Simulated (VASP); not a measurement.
# SrLi2Ti4Sn (I-42m) in VASP: single point with PBE

Aim: the single point of SrLi2Ti4Sn with PBE.

Program: VASP 6.6.1. These are calculated values, not measurements. Logs are shortened: lines on timing, memory, paths and dates and some standing lists are left out, and cuts for length are marked.

### 1 The cell of the first run

Symmetry: I-42m, No. 121, tetragonal system. The conventional cell has a = 6.369 Å, b = 6.369 Å, c = 7.573 Å, α = 90.00°, β = 90.00°, γ = 90.00°. Sn (site symmetry -42m) has 4 Ti at 2.27 Å within 3.0 Å. Sr (site symmetry -42m) has 8 Ti at 2.94 to 3.11 Å and 8 Li at 3.70 Å and 2 Sn at 3.79 Å within 3.9 Å. Within 3.1 Å of Li (site symmetry -4) lie 4 Ti at 2.36 Å. Within 3.2 Å of Ti (site symmetry m) lie 1 Sn at 2.27 Å and 2 Li at 2.36 Å and 2 Sr at 2.94 to 3.11 Å.

### 2 Single point, PBE

File INCAR:

```
PREC = Accurate
ENCUT = 520
EDIFF = 1E-7
ISMEAR = 1
SIGMA = 0.028
LREAL = False
LASPH = True
NELM = 100
ALGO = Normal
ISIF = 2
LWAVE = False
LCHARG = False
GGA = PE
NBANDS = 49
```

File KPOINTS:

```
Automatic mesh
0
Gamma
  6 6 6
```

File POSCAR:

```
SrLi2Ti4Sn
1.0
   -3.1844300000      3.1844300000      3.7865020000
    3.1844300000     -3.1844300000      3.7865020000
    3.1844300000      3.1844300000     -3.7865020000
Sn Sr Li Ti
1 1 2 4
Direct
    0.0000000000      0.0000000000      0.0000000000
    0.5000000000      0.5000000000      0.0000000000
    0.2500000000      0.7500000000      0.5000000000
    0.7500000000      0.2500000000      0.5000000000
    0.0352600000      0.0352600000      0.4132000000
    0.9647400000      0.3779400000      0.0000000000
    0.6220600000      0.6220600000      0.5868000000
    0.3779400000      0.9647400000      0.0000000000
```

Potentials or basis: VASP PAW PBE potentials, release 64 (Sn_d, Sr_sv, Li_sv, Ti_sv).

Run with:

```
cat potpaw_PBE.64/Sn_d/POTCAR potpaw_PBE.64/Sr_sv/POTCAR potpaw_PBE.64/Li_sv/POTCAR potpaw_PBE.64/Ti_sv/POTCAR > POTCAR
mpirun -np 1 vasp_std > vasp.out
```

OUTCAR:

```text
PREC = Accurate
   ENCUT = 520
   EDIFF = 1E-7
   ISMEAR = 1
   LREAL = False
   LASPH = True
   NELM = 100
   ISIF = 2
   GGA = PE

 ion  position               nearest neighbor table
   1  0.000  0.000  0.000-   5 2.27   6 2.27   7 2.27   8 2.27   2 3.79   2 3.79
   2  0.500  0.500  0.000-   7 2.94   6 2.94   8 2.94   5 2.94   5 3.11   7 3.11   8 3.11   6 3.11
                             3 3.70   3 3.70   4 3.70   4 3.70   4 3.70   3 3.70   3 3.70   4 3.70
   3  0.250  0.750  0.500-   5 2.36   7 2.36   8 2.36   6 2.36   2 3.70   2 3.70   2 3.70   2 3.70

   4  0.750  0.250  0.500-   5 2.36   6 2.36   7 2.36   8 2.36   2 3.70   2 3.70   2 3.70   2 3.70

   5  0.035  0.035  0.413-   1 2.27   3 2.36   4 2.36   2 2.94   2 3.11
   6  0.965  0.378  0.000-   1 2.27   3 2.36   4 2.36   2 2.94   2 3.11
   7  0.622  0.622  0.587-   1 2.27   3 2.36   4 2.36   2 2.94   2 3.11
   8  0.378  0.965  0.000-   1 2.27   4 2.36   3 2.36   2 2.94   2 3.11

  LATTYP: Found a body centered tetragonal cell.
 ALAT       =     6.3688600000
 C/A-ratio  =     1.1890674312

  Lattice vectors:

 A1 = (  -3.1844300000,   3.1844300000,   3.7865020000)
 A2 = (   3.1844300000,  -3.1844300000,   3.7865020000)
 A3 = (   3.1844300000,   3.1844300000,  -3.7865020000)

Analysis of symmetry for initial positions (statically):
=====================================================================
 Subroutine PRICEL returns:
 Original cell was already a primitive cell.

 Routine SETGRP: Setting up the symmetry group for a
 body centered tetragonal supercell.

 Subroutine GETGRP returns: Found  8 space group operations
 (whereof  8 operations were pure point group operations)
 out of a pool of 16 trial point group operations.

The static configuration has the point symmetry D_2d.

Analysis of symmetry for dynamics (positions and initial velocities):
=====================================================================
 Subroutine PRICEL returns:
 Original cell was already a primitive cell.

 Routine SETGRP: Setting up the symmetry group for a
 body centered tetragonal supercell.

 Subroutine GETGRP returns: Found  8 space group operations
 (whereof  8 operations were pure point group operations)
 out of a pool of 16 trial point group operations.

The dynamic configuration has the point symmetry D_2d.

 Subroutine INISYM returns: Found  8 space group operations
 (whereof  8 operations are pure point group operations),
 and found     1 'primitive' translations
[... 112 lines left out ...]
   NFREE  =      0    steps in history (QN), initial steepest desc. (CG)
   ISIF   =      2    stress and relaxation
   ISYM   =      2    0-nonsym 1-usesym 2-fastsym
   POTIM  = 0.5000    time-step for ionic-motion
   TEBEG  =    0.0;   TEEND  =   0.0 temperature during run
   PSTRESS=    0.0 pullay stress
   NELECT =      78.0000    total number of electrons
   NUPDOWN=      -1.0000    fix difference up-down
   EMIN   =  10.00;   EMAX   =-10.00  energy-range for DOS
   EFERMI =   0.00;   METHOD = LEGACY
   ISMEAR =     1;   SIGMA  =   0.03  broadening in eV -4-tet -1-fermi 0-gaus
   EFERMI_NEDOS =   21; number of points for ismear=-14 and -15
   IALGO  =     38    algorithm
   IMIX   =      4    mixing-type and parameters
     AMIX     =   0.40;   BMIX     =  1.00
     AMIX_MAG =   1.60;   BMIX_MAG =  1.00
  volume/ion in A,a.u.               =      19.20       129.56
  Fermi-wavevector in a.u.,A,eV,Ry     =   1.306128  2.468225 23.211146  1.705971
  Thomas-Fermi vector in A             =   2.436951
   LORBIT       =      0    0 simple, 1 ext, 2 COOP (PROOUT), +10 PAW based schemes
   GGA     = PE    functional components
   LHFCALC =     F    Hartree Fock is set to
   AEXX    =    0.0000 exact exchange contribution
   IVDW    =     0    specifies the selected vdW correction
   LEPSILON=     F    determine dielectric tensor
   LRPA    =     F    only Hartree local field effects (RPA)
 non-spin polarized calculation
 Methfessel and Paxton  Order N= 1 SIGMA  =   0.03
  energy-cutoff  :      520.00
  volume of cell :      153.59
 maximum number of plane-waves:      4190
 NGX is ok and might be reduce to    48
   NGX = 21   NGY = 21   NGZ = 21

 number of electron      78.0000003 magnetization

 Free energy of the ion-electron system (eV)
  ---------------------------------------------------
  ext. energy  EPLUGINS =         0.00000000
  ---------------------------------------------------
  free energy    TOTEN  =       -26.52945988 eV

  energy without entropy =      -26.53003251  energy(sigma->0) =      -26.52965076

 E-fermi :   6.0216     XC(G=0): -10.2100

 val. band max:        6.0196635055   @ k =   0.3333   0.3333  -0.0000
 cond. band min:       6.0302624062   @ k =   0.5000   0.5000  -0.0000
 fundamental gap:      0.0105989007
 Fermi energy:         6.0216352940

 k-point     1 :       0.0000    0.0000    0.0000
  band No.  band energies     occupation
      1     -50.8718      2.00000
      2     -50.8626      2.00000
      3     -50.8626      2.00000
      4     -50.8585      2.00000
      5     -39.6691      2.00000
      6     -39.6644      2.00000
[... 1237 lines left out ...]
     48       7.3523      0.00000
     49       7.6234      0.00000

 [... further k-points ...]

------------------------ aborting loop because EDIFF is reached ----------------------------------------

  FORCE on cell =-STRESS in cart. coord.  units (eV):
  Direction    XX          YY          ZZ          XY          YZ          ZX
  --------------------------------------------------------------------------------------
  -------------------------------------------------------------------------------------
  Total       25.2041256     25.2041256     13.1077699      0.0000000      0.0000000      0.0000000
  in kB      262.9181826    262.9181826    136.7344016      0.0000000      0.0000000      0.0000000
  external PRESSURE =     220.8569223 kB  Pullay stress =       0.0000000 kB

 VOLUME and BASIS-vectors are now :
 -----------------------------------------------------------------------------
  energy-cutoff  :      520.00
  volume of cell :      153.59
      direct lattice vectors                 reciprocal lattice vectors
    -3.184430000  3.184430000  3.786502000     0.000000000  0.157013971  0.132047996
     3.184430000 -3.184430000  3.786502000     0.157013971  0.000000000  0.132047996
     3.184430000  3.184430000 -3.786502000     0.157013971  0.157013971  0.000000000

 POSITION                                       TOTAL-FORCE (eV/Angst)
 -----------------------------------------------------------------------------------
      0.00000      0.00000      0.00000        -0.000000      0.000000     -0.000000
      0.00000      0.00000      3.78650        -0.000000      0.000000      0.000000
      3.18443     -0.00000      1.89325        -0.000000      0.000000      0.000000
     -0.00000      3.18443      1.89325        -0.000000      0.000000      0.000000
      1.31581      1.31581     -1.29756         3.248377      3.248377     -2.409233
     -1.86862      1.86862      5.08406         3.248377     -3.248377      2.409233
      1.86862      1.86862      2.48894        -3.248377     -3.248377     -2.409233
      1.86862     -1.86862      5.08406        -3.248377      3.248377      2.409233
 -----------------------------------------------------------------------------------
    total drift:                               -0.000005     -0.000005     -0.000005

  FREE ENERGIE OF THE ION-ELECTRON SYSTEM (eV)
  ---------------------------------------------------
  free  energy   TOTEN  =       -26.5294598816 eV

  energy  without entropy=      -26.5300325068  energy(sigma->0) =      -26.52965076
```

Wall time 4.2 min (1 thread of Intel Xeon Platinum 8375C at 2.90GHz (Ice Lake), shared host); peak memory 0.45 GiB.

What came out:

```
Free energy            : -26.5295 eV
Largest force          : 5.187 eV/Å
Band gap on the k mesh : zero (bands 39 and 40 overlap by 0.35 eV)
```

Forces in eV/Å, atoms in the order of the input:
```
Sn   0.000  0.000  0.000
Sr   0.000  0.000  0.000
Li   0.000  0.000  0.000
Li   0.000  0.000  0.000
Ti   3.248  3.248 -2.409
Ti   3.248 -3.248  2.409
Ti  -3.248 -3.248 -2.409
Ti  -3.248  3.248  2.409
```

Levels at points of the mesh, in eV from the Fermi level:
```tsv
k point	band 36	band 37	band 38	band 39	band 40	band 41	band 42	band 43
(0.00, 0.00, 0.00)	-0.84	-0.51	-0.10	0.22	0.22	0.27	0.37	0.38
(0.50, 0.00, 0.00)	-0.50	-0.33	-0.25	0.06	0.10	0.14	0.46	0.54
(0.50, 0.50, 0.00)	-0.46	-0.42	-0.30	0.01	0.01	0.10	0.25	0.64
(0.50, 0.50, 0.50)	-0.44	-0.44	-0.22	-0.22	0.13	0.23	0.23	0.55
```

Caveat: the cutoff is under 1.25 times the usual one of these potentials, so pressure, stress and relaxed cells hold a basis-set (Pulay) error; spin-orbit coupling is left out, which moves the levels of the heavy elements; forces of over 1 eV/Å act on the atoms, so gaps and moduli don't describe the material at rest.
